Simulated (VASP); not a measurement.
# P (Pm-3m) in VASP: further runs

P is run at these levels: PBEsol+D4; tasks: single point.

Program: VASP 6.6.1. These are calculated values, not measurements. Logs are shortened: lines on timing, memory, paths and dates and some standing lists are left out, and cuts for length are marked.

**1. The cell of the first run**

Symmetry: Pm-3m, No. 221, cubic system. The conventional cell has a = 2.108 Å, b = 2.108 Å, c = 2.108 Å, α = 90.00°, β = 90.00°, γ = 90.00°. P (site symmetry m-3m) has 6 P at 2.11 Å within 2.8 Å.

This isn't the form of P at room conditions, which is orthorhombic.

**2. Single point, PBEsol+D4**

INCAR reads:

```
SYSTEM = P
ALGO     = Normal         ! electronic algorithm
EDIFF    = 1E-6           ! SCF threshold, eV
ENCUT    = 500            ! plane-wave cutoff, eV
GGA      = PS             ! functional
GGA_COMPAT= .FALSE.      
ISIF     = 2              ! what is computed and relaxed
ISMEAR   = 0              ! smearing method
IVDW     = 13             ! dispersion correction
LASPH    = .TRUE.         ! aspherical terms in the spheres
LCHARG   = .TRUE.         ! write CHGCAR
LELF     = .TRUE.         ! ELF
LREAL    = .FALSE.        ! projectors in reciprocal space
LVHAR    = .TRUE.       
LWAVE    = .FALSE.        ! write WAVECAR
NBANDS   = 8              ! bands
NELM     = 120            ! most SCF steps
PREC     = Accurate       ! precision mode
SIGMA    = 0.1            ! smearing width, eV
```

KPOINTS reads:

```
k-points
0
G
  20 20 20
  0 0 0
```

POSCAR reads:

```
P
1.0
    2.1082086742      0.0000000000      0.0000000000
    0.0000000000      2.1082086742      0.0000000000
    0.0000000000      0.0000000000      2.1082086742
P
1
Direct
    0.0000000000      0.0000000000      0.0000000000
```

Potentials or basis: VASP PAW PBE potentials, release 64 (P).

Run with:

```
cat potpaw_PBE.64/P/POTCAR > POTCAR
mpirun -np 1 vasp_std > vasp.out
```

OUTCAR:

```text
SYSTEM = P
   EDIFF = 1E-6
   ENCUT = 500
   GGA = PS
   ISIF = 2
   ISMEAR = 0
   IVDW = 13
   LASPH = .TRUE.
   LREAL = .FALSE.
   NELM = 120
   PREC = Accurate

 ion  position               nearest neighbor table
   1  0.000  0.000  0.000-

  LATTYP: Found a simple cubic cell.
 ALAT       =     2.1082086742

  Lattice vectors:

 A1 = (   2.1082086742,   0.0000000000,   0.0000000000)
 A2 = (   0.0000000000,   2.1082086742,   0.0000000000)
 A3 = (   0.0000000000,   0.0000000000,   2.1082086742)

Analysis of symmetry for initial positions (statically):
=====================================================================
 Subroutine PRICEL returns:
 Original cell was already a primitive cell.

 Routine SETGRP: Setting up the symmetry group for a
 simple cubic supercell.

 Subroutine GETGRP returns: Found 48 space group operations
 (whereof 48 operations were pure point group operations)
 out of a pool of 48 trial point group operations.

The static configuration has the point symmetry O_h .

Analysis of symmetry for dynamics (positions and initial velocities):
=====================================================================
 Subroutine PRICEL returns:
 Original cell was already a primitive cell.

 Routine SETGRP: Setting up the symmetry group for a
 simple cubic supercell.

 Subroutine GETGRP returns: Found 48 space group operations
 (whereof 48 operations were pure point group operations)
 out of a pool of 48 trial point group operations.

The dynamic configuration has the point symmetry O_h .

 Subroutine INISYM returns: Found 48 space group operations
 (whereof 48 operations are pure point group operations),
 and found     1 'primitive' translations

----------------------------------------------------------------------------------------

                                     Primitive cell

  volume of cell :       9.3700

  direct lattice vectors                    reciprocal lattice vectors
     2.108208674  0.000000000  0.000000000     0.474336346  0.000000000  0.000000000
     0.000000000  2.108208674  0.000000000     0.000000000  0.474336346  0.000000000
     0.000000000  0.000000000  2.108208674     0.000000000  0.000000000  0.474336346

  length of vectors
     2.108208674  2.108208674  2.108208674     0.474336346  0.474336346  0.474336346

  position of ions in fractional coordinates (direct lattice)
     0.000000000  0.000000000  0.000000000

  ion indices of the primitive-cell ions
   primitive index   ion index
                 1           1

[... 77 lines left out ...]
   ISIF   =      2    stress and relaxation
   ISYM   =      2    0-nonsym 1-usesym 2-fastsym
   POTIM  = 0.5000    time-step for ionic-motion
   TEBEG  =    0.0;   TEEND  =   0.0 temperature during run
   PSTRESS=    0.0 pullay stress
   NELECT =       5.0000    total number of electrons
   NUPDOWN=      -1.0000    fix difference up-down
   EMIN   =  10.00;   EMAX   =-10.00  energy-range for DOS
   EFERMI =   0.00;   METHOD = LEGACY
   ISMEAR =     0;   SIGMA  =   0.10  broadening in eV -4-tet -1-fermi 0-gaus
   EFERMI_NEDOS =   21; number of points for ismear=-14 and -15
   IALGO  =     38    algorithm
   IMIX   =      4    mixing-type and parameters
     AMIX     =   0.40;   BMIX     =  1.00
     AMIX_MAG =   1.60;   BMIX_MAG =  1.00
  volume/ion in A,a.u.               =       9.37        63.23
  Fermi-wavevector in a.u.,A,eV,Ry     =   1.327857  2.509285 23.989842  1.763204
  Thomas-Fermi vector in A             =   2.457138
   LORBIT       =      0    0 simple, 1 ext, 2 COOP (PROOUT), +10 PAW based schemes
   GGA     = PS    functional components
   LHFCALC =     F    Hartree Fock is set to
   AEXX    =    0.0000 exact exchange contribution
   IVDW    =    13    specifies the selected vdW correction
   LEPSILON=     F    determine dielectric tensor
   LRPA    =     F    only Hartree local field effects (RPA)
 non-spin polarized calculation
 Gauss-broadening in eV      SIGMA  =   0.10
  energy-cutoff  :      500.00
  volume of cell :        9.37
 maximum number of plane-waves:       280
 NGX is ok and might be reduce to    16
   NGX =  7   NGY =  7   NGZ =  7

 number of electron       5.0000001 magnetization

 Free energy of the ion-electron system (eV)
  ---------------------------------------------------
  ext. energy  EPLUGINS =         0.00000000
  ---------------------------------------------------
  free energy    TOTEN  =        -4.44455469 eV

  energy without entropy =       -4.44328792  energy(sigma->0) =       -4.44392131

 E-fermi :  16.7889     XC(G=0): -13.3774

 val. band max:       16.7449926303   @ k =   0.1500   0.1500   0.1000
 cond. band min:      16.8050003326   @ k =   0.5000   0.3000   0.1500
 fundamental gap:      0.0600077023
 Fermi energy:        16.7888500536

 k-point     1 :       0.0000    0.0000    0.0000
  band No.  band energies     occupation
      1      -4.8128      2.00000
      2      23.0967      0.00000
      3      23.0967      0.00000
      4      24.8983      0.00000
      5      24.8983      0.00000
      6      24.8983      0.00000
      7      37.3396      0.00000
      8      48.5316      0.00000
[... 243 lines left out ...]
 k-point    24 :       0.2000    0.1000    0.0000
  band No.  band energies     occupation
      1      -3.2318      2.00000
      2      14.7438      2.00000
      3      20.6283      0.00000
      4      26.1945      0.00000
      5      27.9266      0.00000
      6      33.8053      0.00000
      7      39.2106      0.00000
      8      42.1877      0.00000

 [... further k-points ...]

------------------------ aborting loop because EDIFF is reached ----------------------------------------

  DFT-D4 for vdW energy calculation

  Edisp (eV):   -0.42233

  FORCE on cell =-STRESS in cart. coord.  units (eV):
  Direction    XX          YY          ZZ          XY          YZ          ZX
  --------------------------------------------------------------------------------------
  -------------------------------------------------------------------------------------
  Total       7.01206     7.01206     7.01206     0.00000     0.00000     0.00000
  in kB    1198.98906  1198.98906  1198.98906     0.00000     0.00000     0.00000
  external pressure =     1198.99 kB  Pullay stress =        0.00 kB

 VOLUME and BASIS-vectors are now :
 -----------------------------------------------------------------------------
  energy-cutoff  :      500.00
  volume of cell :        9.37
      direct lattice vectors                 reciprocal lattice vectors
     2.108208674  0.000000000  0.000000000     0.474336346  0.000000000  0.000000000
     0.000000000  2.108208674  0.000000000     0.000000000  0.474336346  0.000000000
     0.000000000  0.000000000  2.108208674     0.000000000  0.000000000  0.474336346

 POSITION                                       TOTAL-FORCE (eV/Angst)
 -----------------------------------------------------------------------------------
      0.00000      0.00000      0.00000         0.000000      0.000000      0.000000
 -----------------------------------------------------------------------------------
    total drift:                                0.000000     -0.000000      0.000000

  FREE ENERGIE OF THE ION-ELECTRON SYSTEM (eV)
  ---------------------------------------------------
  free  energy   TOTEN  =        -4.8668859983 eV

  energy  without entropy=       -4.8656192281  energy(sigma->0) =       -4.86625261
```

OSZICAR:

```text
N       E                     dE             d eps       ncg     rms          rms(c)
DAV:   1     0.128425600939E+00    0.12843E+00   -0.24206E+03  5192   0.461E+02
DAV:   2    -0.447931913395E+01   -0.46077E+01   -0.43228E+01  6512   0.476E+01
DAV:   3    -0.450726793292E+01   -0.27949E-01   -0.27922E-01  4984   0.397E+00
DAV:   4    -0.450729035311E+01   -0.22420E-04   -0.22419E-04  7232   0.115E-01
DAV:   5    -0.450729036443E+01   -0.11320E-07   -0.11385E-07  5008   0.132E-03    0.994E+00
DAV:   6    -0.446514605213E+01    0.42144E-01   -0.11516E-02  5144   0.586E-01    0.599E+00
DAV:   7    -0.444470657363E+01    0.20439E-01   -0.19275E-02  5256   0.791E-01    0.117E-01
DAV:   8    -0.444455813514E+01    0.14844E-03   -0.29061E-04  5320   0.119E-01    0.375E-02
DAV:   9    -0.444455440387E+01    0.37313E-05   -0.11573E-05  6376   0.222E-02    0.222E-02
DAV:  10    -0.444455469376E+01   -0.28990E-06   -0.47053E-07  3480   0.444E-03
   1 F= -.48668860E+01 E0= -.48662526E+01  d E =-.126677E-02
```

It took 11 s on 1 thread of Intel Xeon 8259CL, shared host; peak memory 0.13 GiB.

Results:

```yaml
Free_energy: -4.8669 eV
Pressure: 119.9 GPa
Band_gap_on_the_k_mesh: zero (an odd number of electrons rules out a gap without spin polarisation)
Dispersion_energy_per_atom: -0.422 eV
```

Caveat: the cell stands under pressure; the PAW data sets were made with another functional, which shifts forces and pressure a little.

**3. Single point, PBEsol+D4**

INCAR reads:

```
PREC = Accurate
ENCUT = 500
EDIFF = 1E-6
ISMEAR = 0
SIGMA = 0.1
LREAL = False
LASPH = True
NELM = 120
ALGO = Normal
ISIF = 2
LWAVE = False
LCHARG = False
GGA = PS
IVDW = 13
NBANDS = 8
GGA_COMPAT = False
```

KPOINTS reads:

```
regular mesh
0
Gamma
  20 20 20
```

POSCAR is that of step 2.

Potentials or basis: VASP PAW PBE potentials, release 64 (P).

Run with:

```
cat potpaw_PBE.64/P/POTCAR > POTCAR
mpirun -np 1 vasp_std > vasp.out
```

OUTCAR:

```text
PREC = Accurate
   ENCUT = 500
   EDIFF = 1E-6
   ISMEAR = 0
   LREAL = False
   LASPH = True
   NELM = 120
   ISIF = 2
   GGA = PS
   IVDW = 13

 ion  position               nearest neighbor table
   1  0.000  0.000  0.000-

  LATTYP: Found a simple cubic cell.
 ALAT       =     2.1082086742

  Lattice vectors:

 A1 = (   2.1082086742,   0.0000000000,   0.0000000000)
 A2 = (   0.0000000000,   2.1082086742,   0.0000000000)
 A3 = (   0.0000000000,   0.0000000000,   2.1082086742)

Analysis of symmetry for initial positions (statically):
=====================================================================
 Subroutine PRICEL returns:
 Original cell was already a primitive cell.

 Routine SETGRP: Setting up the symmetry group for a
 simple cubic supercell.

 Subroutine GETGRP returns: Found 48 space group operations
 (whereof 48 operations were pure point group operations)
 out of a pool of 48 trial point group operations.

The static configuration has the point symmetry O_h .

Analysis of symmetry for dynamics (positions and initial velocities):
=====================================================================
 Subroutine PRICEL returns:
 Original cell was already a primitive cell.

 Routine SETGRP: Setting up the symmetry group for a
 simple cubic supercell.

 Subroutine GETGRP returns: Found 48 space group operations
 (whereof 48 operations were pure point group operations)
 out of a pool of 48 trial point group operations.

The dynamic configuration has the point symmetry O_h .

 Subroutine INISYM returns: Found 48 space group operations
 (whereof 48 operations are pure point group operations),
 and found     1 'primitive' translations

----------------------------------------------------------------------------------------

                                     Primitive cell

  volume of cell :       9.3700

  direct lattice vectors                    reciprocal lattice vectors
     2.108208674  0.000000000  0.000000000     0.474336346  0.000000000  0.000000000
     0.000000000  2.108208674  0.000000000     0.000000000  0.474336346  0.000000000
     0.000000000  0.000000000  2.108208674     0.000000000  0.000000000  0.474336346

  length of vectors
[... 107 lines left out ...]
   AEXX    =    0.0000 exact exchange contribution
   IVDW    =    13    specifies the selected vdW correction
   LEPSILON=     F    determine dielectric tensor
   LRPA    =     F    only Hartree local field effects (RPA)
 non-spin polarized calculation
 Gauss-broadening in eV      SIGMA  =   0.10
  energy-cutoff  :      500.00
  volume of cell :        9.37
 maximum number of plane-waves:       280
 NGX is ok and might be reduce to    16
   NGX =  7   NGY =  7   NGZ =  7

 number of electron       5.0000001 magnetization

 Free energy of the ion-electron system (eV)
  ---------------------------------------------------
  ext. energy  EPLUGINS =         0.00000000
  ---------------------------------------------------
  free energy    TOTEN  =        -4.44455469 eV

  energy without entropy =       -4.44328792  energy(sigma->0) =       -4.44392131

 E-fermi :  16.7889     XC(G=0): -13.3774

 val. band max:       16.7449926303   @ k =   0.1500   0.1500   0.1000
 cond. band min:      16.8050003326   @ k =   0.5000   0.3000   0.1500
 fundamental gap:      0.0600077023
 Fermi energy:        16.7888500536

 k-point     1 :       0.0000    0.0000    0.0000
  band No.  band energies     occupation
      1      -4.8128      2.00000
      2      23.0967      0.00000
      3      23.0967      0.00000
      4      24.8983      0.00000
      5      24.8983      0.00000
      6      24.8983      0.00000
      7      37.3396      0.00000
      8      48.5316      0.00000
[... 243 lines left out ...]
 k-point    24 :       0.2000    0.1000    0.0000
  band No.  band energies     occupation
      1      -3.2318      2.00000
      2      14.7438      2.00000
      3      20.6283      0.00000
      4      26.1945      0.00000
      5      27.9266      0.00000
      6      33.8053      0.00000
      7      39.2106      0.00000
      8      42.1877      0.00000

 [... further k-points ...]

------------------------ aborting loop because EDIFF is reached ----------------------------------------

  DFT-D4 for vdW energy calculation

  Edisp (eV):   -0.42233

  FORCE on cell =-STRESS in cart. coord.  units (eV):
  Direction    XX          YY          ZZ          XY          YZ          ZX
  --------------------------------------------------------------------------------------
  -------------------------------------------------------------------------------------
  Total       7.01206     7.01206     7.01206     0.00000     0.00000     0.00000
  in kB    1198.98906  1198.98906  1198.98906     0.00000     0.00000     0.00000
  external pressure =     1198.99 kB  Pullay stress =        0.00 kB

 VOLUME and BASIS-vectors are now :
 -----------------------------------------------------------------------------
  energy-cutoff  :      500.00
  volume of cell :        9.37
      direct lattice vectors                 reciprocal lattice vectors
     2.108208674  0.000000000  0.000000000     0.474336346  0.000000000  0.000000000
     0.000000000  2.108208674  0.000000000     0.000000000  0.474336346  0.000000000
     0.000000000  0.000000000  2.108208674     0.000000000  0.000000000  0.474336346

 POSITION                                       TOTAL-FORCE (eV/Angst)
 -----------------------------------------------------------------------------------
      0.00000      0.00000      0.00000         0.000000      0.000000      0.000000
 -----------------------------------------------------------------------------------
    total drift:                                0.000000     -0.000000      0.000000

  FREE ENERGIE OF THE ION-ELECTRON SYSTEM (eV)
  ---------------------------------------------------
  free  energy   TOTEN  =        -4.8668859983 eV

  energy  without entropy=       -4.8656192281  energy(sigma->0) =       -4.86625261
```

OSZICAR:

```text
N       E                     dE             d eps       ncg     rms          rms(c)
DAV:   1     0.128425600939E+00    0.12843E+00   -0.24206E+03  5192   0.461E+02
DAV:   2    -0.447931913395E+01   -0.46077E+01   -0.43228E+01  6512   0.476E+01
DAV:   3    -0.450726793292E+01   -0.27949E-01   -0.27922E-01  4984   0.397E+00
DAV:   4    -0.450729035311E+01   -0.22420E-04   -0.22419E-04  7232   0.115E-01
DAV:   5    -0.450729036443E+01   -0.11320E-07   -0.11385E-07  5008   0.132E-03    0.994E+00
DAV:   6    -0.446514605213E+01    0.42144E-01   -0.11516E-02  5144   0.586E-01    0.599E+00
DAV:   7    -0.444470657363E+01    0.20439E-01   -0.19275E-02  5256   0.791E-01    0.117E-01
DAV:   8    -0.444455813514E+01    0.14844E-03   -0.29061E-04  5320   0.119E-01    0.375E-02
DAV:   9    -0.444455440387E+01    0.37313E-05   -0.11573E-05  6376   0.222E-02    0.222E-02
DAV:  10    -0.444455469376E+01   -0.28990E-06   -0.47053E-07  3480   0.444E-03
   1 F= -.48668860E+01 E0= -.48662526E+01  d E =-.126677E-02
```

It took 10 s on 1 thread of Intel Xeon 8259CL, shared host; peak memory 0.12 GiB.

What came out:

| Item | Value |
| --- | --- |
| Free energy | -4.8669 eV |
| Pressure | 119.9 GPa |
| Band gap on the k mesh | zero (an odd number of electrons rules out a gap without spin polarisation) |
| Dispersion energy per atom | -0.422 eV |

Caveat: the cell stands under pressure; the PAW data sets were made with another functional, which shifts forces and pressure a little.

**4. Single point, PBEsol+D4**

This run uses another cell than the first one, of 11.07 Å³/atom.

INCAR reads:

```
PREC     = Accurate       # precision mode
ENCUT    = 500            # plane-wave cutoff, eV
EDIFF    = 1E-6           # SCF threshold, eV
ISMEAR   = 0              # smearing method
SIGMA    = 0.1            # smearing width, eV
LREAL    = F              # projectors in reciprocal space
LASPH    = T              # aspherical terms in the spheres
NELM     = 120            # most SCF steps
ALGO     = Normal         # electronic algorithm
ISIF     = 2              # what is computed and relaxed
LWAVE    = F              # write WAVECAR
LCHARG   = F              # write CHGCAR
GGA      = PS             # functional
IVDW     = 13             # dispersion correction
NBANDS   = 8              # bands
GGA_COMPAT= F
```

KPOINTS is that of step 3.

POSCAR reads:

```
P
1.0
    2.2285900353      0.0000000000      0.0000000000
    0.0000000000      2.2285900353      0.0000000000
    0.0000000000      0.0000000000      2.2285900353
P
1
Direct
    0.0000000000      0.0000000000      0.0000000000
```

Run with:

```
cat potpaw_PBE.64/P/POTCAR > POTCAR
mpirun -np 1 vasp_std > vasp.out
```

It took 10 s on 1 thread of Intel Xeon 8259CL, shared host; peak memory 0.12 GiB.

Results (log left out):

```yaml
Free_energy: -5.7123 eV
Pressure: 48.1 GPa
Band_gap_on_the_k_mesh: zero (an odd number of electrons rules out a gap without spin polarisation)
Dispersion_energy_per_atom: -0.365 eV
```

Levels at points of the mesh, in eV from the Fermi level:
| k point | band 1 | band 2 | band 3 | band 4 | band 5 | band 6 | band 7 | band 8 |
| --- | --- | --- | --- | --- | --- | --- | --- | --- |
| (0.00, 0.00, 0.00) | -19.65 | 6.38 | 6.38 | 6.65 | 6.65 | 6.65 | 17.69 | 28.54 |
| (0.50, 0.00, 0.00) | -13.74 | -11.34 | 9.64 | 10.84 | 10.84 | 15.58 | 15.58 | 19.02 |
| (0.50, 0.50, 0.00) | -7.14 | -6.74 | -6.74 | -1.03 | 14.88 | 18.87 | 18.87 | 21.14 |
| (0.50, 0.50, 0.50) | -2.45 | -2.45 | -2.45 | 2.13 | 3.58 | 3.58 | 3.58 | 10.62 |

Caveat: the cell stands under pressure; the PAW data sets were made with another functional, which shifts forces and pressure a little.

The gap in the log of VASP goes by the Fermi energy; the results here count the filled bands.